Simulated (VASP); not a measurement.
# BiTe (I4mm) in VASP: further runs

BiTe is run at these levels: PBEsol; tasks: single point.

Everything below comes from runs of VASP 6.6.1. Logs are shortened: lines on timing, memory, paths and dates and some standing lists are left out, and cuts for length are marked.

## (1) The cell of the first run

Symmetry: I4mm, No. 107, tetragonal system. Conventional cell: a = 4.575 Å, b = 4.575 Å, c = 6.470 Å, α = 90.00°, β = 90.00°, γ = 90.00°. Within 4.0 Å of Bi (site symmetry 4mm) lie 6 Te at 3.06 to 3.41 Å. Te (site symmetry 4mm) has 6 Bi at 3.06 to 3.41 Å within 4.0 Å.

## (2) Single point, PBEsol (all Bi atoms moved +0.175 Å, as atom 1 along Cartesian [1 0 0])

File INCAR:

```
SYSTEM = BiTe
  ALGO = Normal
  EDIFF = 1E-6
  ENCUT = 520
  GGA = PS
  ISIF = 2
  ISMEAR = 0
  LASPH = .True.
  LCHARG = .False.
  LREAL = .False.
  LWAVE = .False.
  NBANDS = 18
  NELM = 100
  PREC = Accurate
  SIGMA = 0.15
```

File KPOINTS:

```
k-points
0
Gamma
  14 14 14
  0 0 0
```

File POSCAR:

```
BiTe
1.0
    0.0000000000      3.2350000000      3.2350000000
    3.2350000000      0.0000000000      3.2350000000
    3.2350000000      3.2350000000      0.0000000000
Bi Te
1 1
Direct
   -0.0270479134      0.0270479134      0.0270479134
    0.5000000000      0.5000000000      0.5000000000
```

Potentials or basis: VASP PAW PBE potentials, release 64 (Bi_d, Te).

The run is started by

```bash
$ cat potpaw_PBE.64/Bi_d/POTCAR potpaw_PBE.64/Te/POTCAR > POTCAR
$ mpirun -np 1 vasp_std > vasp.out
```

OUTCAR:

```text
SYSTEM = BiTe
   EDIFF = 1E-6
   ENCUT = 520
   GGA = PS
   ISIF = 2
   ISMEAR = 0
   LASPH = .True.
   LREAL = .False.
   NELM = 100
   PREC = Accurate

 ion  position               nearest neighbor table
   1  0.973  0.027  0.027-   2 3.06   2 3.24   2 3.24   2 3.24   2 3.24   2 3.41
   2  0.500  0.500  0.500-   1 3.06   1 3.24   1 3.24   1 3.24   1 3.24   1 3.41

  LATTYP: Found a face centered cubic cell.
 ALAT       =     6.4700000000

  Lattice vectors:

 A1 = (   0.0000000000,   3.2350000000,   3.2350000000)
 A2 = (   3.2350000000,   0.0000000000,   3.2350000000)
 A3 = (   3.2350000000,   3.2350000000,   0.0000000000)

Analysis of symmetry for initial positions (statically):
=====================================================================
 Subroutine PRICEL returns:
 Original cell was already a primitive cell.

 Routine SETGRP: Setting up the symmetry group for a
 face centered cubic supercell.

 Subroutine GETGRP returns: Found  8 space group operations
 (whereof  8 operations were pure point group operations)
 out of a pool of 48 trial point group operations.

The static configuration has the point symmetry C_4v.

Analysis of symmetry for dynamics (positions and initial velocities):
=====================================================================
 Subroutine PRICEL returns:
 Original cell was already a primitive cell.

 Routine SETGRP: Setting up the symmetry group for a
 face centered cubic supercell.

 Subroutine GETGRP returns: Found  8 space group operations
 (whereof  8 operations were pure point group operations)
 out of a pool of 48 trial point group operations.

The dynamic configuration has the point symmetry C_4v.

 Subroutine INISYM returns: Found  8 space group operations
 (whereof  8 operations are pure point group operations),
 and found     1 'primitive' translations

----------------------------------------------------------------------------------------

                                     Primitive cell

  volume of cell :      67.7100

  direct lattice vectors                    reciprocal lattice vectors
     0.000000000  3.235000000  3.235000000    -0.154559505  0.154559505  0.154559505
     3.235000000  0.000000000  3.235000000     0.154559505 -0.154559505  0.154559505
     3.235000000  3.235000000  0.000000000     0.154559505  0.154559505 -0.154559505

  length of vectors
     4.574980874  4.574980874  4.574980874     0.267704916  0.267704916  0.267704916

  position of ions in fractional coordinates (direct lattice)
     0.972952087  0.027047913  0.027047913
     0.500000000  0.500000000  0.500000000

  ion indices of the primitive-cell ions
   primitive index   ion index
                 1           1
                 2           2

----------------------------------------------------------------------------------------

 KPOINTS: k-points

Automatic generation of k-mesh.
 Grid dimensions read from file:
 generate k-points for:   14   14   14

 Generating k-lattice:

  Cartesian coordinates                     Fractional coordinates (reciprocal lattice)
    -0.011039965  0.011039965  0.011039965     0.071428571  0.000000000  0.000000000
     0.011039965 -0.011039965  0.011039965     0.000000000  0.071428571  0.000000000
     0.011039965  0.011039965 -0.011039965     0.000000000  0.000000000  0.071428571

  Length of vectors
     0.019121780  0.019121780  0.019121780

  Shift w.r.t. Gamma in fractional coordinates (k-lattice)
     0.000000000  0.000000000  0.000000000

 Subroutine IBZKPT returns following result:
 ===========================================

 Found    244 irreducible k-points:

 Following reciprocal coordinates:
            Coordinates               Weight
  0.000000  0.000000  0.000000      1.000000
  0.071429  0.000000  0.000000      8.000000
  0.142857  0.000000  0.000000      8.000000
  0.214286  0.000000  0.000000      8.000000
  0.285714  0.000000  0.000000      8.000000
  0.357143  0.000000  0.000000      8.000000
[... 16 lines left out ...]
 -0.428571  0.071429  0.000000     16.000000
  0.000000 -0.428571  0.071429      8.000000
 [... further k-points ...]
   k-points           NKPTS =    244   k-points in BZ     NKDIM =    244   number of bands    NBANDS=     18
   number of dos      NEDOS =    301   number of ions     NIONS =      2
   total plane-waves  NPLWV =  46656
   dimension x,y,z NGX =    36 NGY =   36 NGZ =   36
   dimension x,y,z NGXF=    72 NGYF=   72 NGZF=   72
   ions per type =               1   1
   NGX,Y,Z   is equivalent  to a cutoff of  13.08, 13.08, 13.08 a.u.
   NGXF,Y,Z  is equivalent  to a cutoff of  26.16, 26.16, 26.16 a.u.
 SYSTEM =  BiTe
   PREC   = accura    normal or accurate (medium, high low for compatibility)
   ISTART =      0    job   : 0-new  1-cont  2-samecut
   ICHARG =      2    charge: 1-file 2-atom 10-const
   ISPIN  =      1    spin polarized calculation?
   LNONCOLLINEAR =      F non collinear calculations
   LSORBIT =      F    spin-orbit coupling
   LASPH  =      T    aspherical Exc in radial PAW
   ENCUT  =  520.0 eV  38.22 Ry    6.18 a.u.   8.51  8.51  8.51*2*pi/ulx,y,z
   NELM   =    100;   NELMIN=  2; NELMDL= -5     # of ELM steps
   EDIFF  = 0.1E-05   stopping-criterion for ELM
   LREAL  =      F    real-space projection
   EDIFFG = 0.1E-04   stopping-criterion for IOM
   NSW    =      0    number of steps for IOM
   IBRION =     -1    ionic relax: 0-MD 1-quasi-New 2-CG
   NFREE  =      0    steps in history (QN), initial steepest desc. (CG)
   ISIF   =      2    stress and relaxation
   ISYM   =      2    0-nonsym 1-usesym 2-fastsym
   POTIM  = 0.5000    time-step for ionic-motion
   TEBEG  =    0.0;   TEEND  =   0.0 temperature during run
   PSTRESS=    0.0 pullay stress
   NELECT =      21.0000    total number of electrons
   NUPDOWN=      -1.0000    fix difference up-down
   EMIN   =  10.00;   EMAX   =-10.00  energy-range for DOS
   EFERMI =   0.00;   METHOD = LEGACY
   ISMEAR =     0;   SIGMA  =   0.15  broadening in eV -4-tet -1-fermi 0-gaus
   EFERMI_NEDOS =   21; number of points for ismear=-14 and -15
   IALGO  =     38    algorithm
   IMIX   =      4    mixing-type and parameters
     AMIX     =   0.40;   BMIX     =  1.00
     AMIX_MAG =   1.60;   BMIX_MAG =  1.00
  volume/ion in A,a.u.               =      33.86       228.46
  Fermi-wavevector in a.u.,A,eV,Ry     =   1.108146  2.094092 16.707785  1.227988
  Thomas-Fermi vector in A             =   2.244669
   LORBIT       =      0    0 simple, 1 ext, 2 COOP (PROOUT), +10 PAW based schemes
   GGA     = PS    functional components
   LHFCALC =     F    Hartree Fock is set to
   AEXX    =    0.0000 exact exchange contribution
   IVDW    =     0    specifies the selected vdW correction
   LEPSILON=     F    determine dielectric tensor
   LRPA    =     F    only Hartree local field effects (RPA)
 non-spin polarized calculation
 Gauss-broadening in eV      SIGMA  =   0.15
  energy-cutoff  :      520.00
  volume of cell :       67.71
 maximum number of plane-waves:      1845
 NGX is ok and might be reduce to    36
   NGX = 17   NGY = 17   NGZ = 17

 number of electron      21.0000000 magnetization

 Free energy of the ion-electron system (eV)
  ---------------------------------------------------
  ext. energy  EPLUGINS =         0.00000000
  ---------------------------------------------------
  free energy    TOTEN  =        -7.94588773 eV

  energy without entropy =       -7.93008585  energy(sigma->0) =       -7.93798679

 E-fermi :   6.5416     XC(G=0):  -9.5890

 val. band max:        6.5380167411   @ k =   0.1429   0.1429   0.0000
 cond. band min:       6.5477255231   @ k =   0.2143   0.1429   0.0714
 fundamental gap:      0.0097087820
 Fermi energy:         6.5416428938

 k-point     1 :       0.0000    0.0000    0.0000
  band No.  band energies     occupation
      1     -16.5740      2.00000
      2     -16.5619      2.00000
      3     -16.5619      2.00000
      4     -16.5544      2.00000
      5     -16.5501      2.00000
      6      -7.0769      2.00000
[... 10 lines left out ...]
     17      12.4512      0.00000
     18      12.9074      0.00000

 k-point     2 :       0.0714    0.0000    0.0000
  band No.  band energies     occupation
      1     -16.5742      2.00000
      2     -16.5617      2.00000
      3     -16.5616      2.00000
      4     -16.5545      2.00000
      5     -16.5499      2.00000
      6      -7.0315      2.00000
[... 10 lines left out ...]
     17      12.7921      0.00000
     18      13.2884      0.00000

 k-point     3 :       0.1429    0.0000    0.0000
  band No.  band energies     occupation
      1     -16.5747      2.00000
      2     -16.5613      2.00000
      3     -16.5610      2.00000
      4     -16.5548      2.00000
      5     -16.5493      2.00000
      6      -6.8957      2.00000
[... 10 lines left out ...]
     17      13.6132      0.00000
     18      14.1032      0.00000

 k-point     4 :       0.2143    0.0000    0.0000
  band No.  band energies     occupation
      1     -16.5755      2.00000
      2     -16.5606      2.00000
      3     -16.5605      2.00000
      4     -16.5547      2.00000
      5     -16.5483      2.00000
      6      -6.6718      2.00000
[... 10 lines left out ...]
     17      14.6472      0.00000
     18      15.1156      0.00000

 k-point     5 :       0.2857    0.0000    0.0000
  band No.  band energies     occupation
      1     -16.5764      2.00000
      2     -16.5606      2.00000
      3     -16.5599      2.00000
      4     -16.5540      2.00000
      5     -16.5472      2.00000
      6      -6.3646      2.00000
[... 10 lines left out ...]
     17      15.6087      0.00000
     18      16.2541      0.00000

 k-point     6 :       0.3571    0.0000    0.0000
  band No.  band energies     occupation
      1     -16.5773      2.00000
      2     -16.5611      2.00000
      3     -16.5593      2.00000
      4     -16.5530      2.00000
      5     -16.5462      2.00000
      6      -5.9830      2.00000
[... 10 lines left out ...]
     17      15.8155      0.00000
     18      17.1911      0.00000

 k-point     7 :       0.4286    0.0000    0.0000
  band No.  band energies     occupation
      1     -16.5779      2.00000
      2     -16.5616      2.00000
      3     -16.5588      2.00000
      4     -16.5522      2.00000
      5     -16.5454      2.00000
      6      -5.5519      2.00000
[... 10 lines left out ...]
     17      15.0736      0.00000
     18      16.3583      0.00000

 k-point     8 :       0.5000    0.0000    0.0000
  band No.  band energies     occupation
      1     -16.5781      2.00000
      2     -16.5618      2.00000
      3     -16.5587      2.00000
      4     -16.5518      2.00000
      5     -16.5451      2.00000
      6      -5.2501      2.00000
[... 10 lines left out ...]
     17      14.6764      0.00000
     18      15.6330      0.00000
[... 229 lines left out ...]
     17      15.1368      0.00000
     18      16.2088      0.00000

 k-point    20 :       0.0000    0.4286    0.0714
  band No.  band energies     occupation
      1     -16.5786      2.00000
      2     -16.5608      2.00000
      3     -16.5583      2.00000
      4     -16.5519      2.00000
      5     -16.5464      2.00000
      6      -5.6633      2.00000
[... 10 lines left out ...]
     17      15.1267      0.00000
     18      16.1848      0.00000

 k-point    21 :       0.5000    0.0714    0.0000
  band No.  band energies     occupation
      1     -16.5779      2.00000
      2     -16.5617      2.00000
      3     -16.5586      2.00000
      4     -16.5523      2.00000
      5     -16.5449      2.00000
      6      -5.2781      2.00000
[... 10 lines left out ...]
     17      14.8104      0.00000
     18      15.7304      0.00000

 k-point    22 :       0.0000    0.5000    0.0714
  band No.  band energies     occupation
      1     -16.5786      2.00000
      2     -16.5612      2.00000
      3     -16.5583      2.00000
      4     -16.5518      2.00000
      5     -16.5456      2.00000
      6      -5.2689      2.00000
[... 10 lines left out ...]
     17      14.7616      0.00000
     18      15.7058      0.00000

 k-point    23 :      -0.4286    0.0714    0.0000
  band No.  band energies     occupation
      1     -16.5781      2.00000
      2     -16.5616      2.00000
      3     -16.5585      2.00000
      4     -16.5522      2.00000
      5     -16.5452      2.00000
      6      -5.3851      2.00000
[... 10 lines left out ...]
     17      15.1200      0.00000
     18      16.0842      0.00000

 k-point    24 :       0.0000   -0.4286    0.0714
  band No.  band energies     occupation
      1     -16.5782      2.00000
      2     -16.5613      2.00000
      3     -16.5587      2.00000
      4     -16.5523      2.00000
      5     -16.5452      2.00000
      6      -5.3870      2.00000
[... 10 lines left out ...]
     17      15.1076      0.00000
     18      16.1019      0.00000

 [... further k-points ...]
[... 5 lines left out ...]
  --------------------------------------------------------------------------------------
  -------------------------------------------------------------------------------------
  Total       -0.2988599     -0.6115931     -0.6115931      0.0000000      0.0000000      0.0000000
  in kB       -7.0717262    -14.4717260    -14.4717260      0.0000000      0.0000000      0.0000000
  external PRESSURE =     -12.0050594 kB  Pullay stress =       0.0000000 kB

 VOLUME and BASIS-vectors are now :
 -----------------------------------------------------------------------------
  energy-cutoff  :      520.00
  volume of cell :       67.71
      direct lattice vectors                 reciprocal lattice vectors
     0.000000000  3.235000000  3.235000000    -0.154559505  0.154559505  0.154559505
     3.235000000  0.000000000  3.235000000     0.154559505 -0.154559505  0.154559505
     3.235000000  3.235000000  0.000000000     0.154559505  0.154559505 -0.154559505

 POSITION                                       TOTAL-FORCE (eV/Angst)
 -----------------------------------------------------------------------------------
      0.17500      3.23500      3.23500        -0.432820      0.000000      0.000000
      3.23500      3.23500      3.23500         0.432820      0.000000      0.000000
 -----------------------------------------------------------------------------------
    total drift:                               -0.000023      0.000000      0.000000

  FREE ENERGIE OF THE ION-ELECTRON SYSTEM (eV)
  ---------------------------------------------------
  free  energy   TOTEN  =        -7.9458877287 eV

  energy  without entropy=       -7.9300858548  energy(sigma->0) =       -7.93798679
```

Run time: 5.5 min. Hardware: 1 thread of Intel Xeon Platinum 8259CL at 2.50GHz (Skylake/Cascade Lake), shared host; peak memory 0.43 GiB.

What came out:

```
Free energy            : -7.9459 eV
Pressure               : -1.2 GPa
Largest force          : 0.433 eV/Å
Band gap on the k mesh : zero (an odd number of electrons rules out a gap without spin polarisation)
```

Forces on the atoms (eV/Å):
```
Bi  -0.433  0.000  0.000
Te   0.433  0.000  0.000
```

Caveat: the cell differs from its parent crystal (all Bi atoms moved +0.175 Å, as atom 1 along Cartesian [1 0 0]); the PAW data sets were made with another functional, which shifts forces and pressure a little; spin-orbit coupling is left out, which moves the levels of the heavy elements.

(Part 1 of 2 ends here.)
